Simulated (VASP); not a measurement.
Set up this calculation in VASP 6.6.1, as the native input.

| Property | Result |
| --- | --- |
| Task | single point |
| Functional | PBE |
| Potentials or basis | VASP PAW PBE potentials, release 64 (C) |
| Cutoff | 600 eV |
| k mesh | 12 × 12 × 3 |
| Occupations | fermi-dirac, width 0.05 eV |
| Spin | no spin polarisation |
| Dipole correction | no |
| Further INCAR settings | ALGO = Normal; EDIFF = 1e-06; NBANDS = 11 |

The structure of C lies in POSCAR:

```
C
1.0
    2.4396853020      0.0000000000      0.0000000000
   -1.2198426510      2.1128294488      0.0000000000
    0.0000000000      0.0000000000      8.4665949023
C
2
Direct
    0.6666666667      0.3333333333      0.0000000000
    0.3333333333      0.6666666667      0.0000000000
```

One way to write it, as run:

INCAR

```
ALGO = Normal
EDIFF = 1E-6
ENCUT = 600
GGA = PE
GGA_COMPAT = False
ISIF = 2
ISMEAR = -1
LASPH = True
LCHARG = True
LELF = True
LREAL = False
LVHAR = True
LWAVE = False
NBANDS = 11
NELM = 120
PREC = Accurate
SIGMA = 0.05
```

KPOINTS

```
k-points
0
Gamma
  12 12 3
```

Potentials or basis: VASP PAW PBE potentials, release 64 (C).

The run is started by

```bash
$ cat potpaw_PBE.64/C/POTCAR > POTCAR
$ mpirun -np 1 vasp_std > vasp.out
```

It gave:

```
Band gap on the k mesh : zero (filled and empty bands touch)
```

Run time: 18 s on 1 thread of Intel(R) Xeon(R) Platinum 8488C (Sapphire Rapids), on a shared host, peak memory 0.16 GiB.
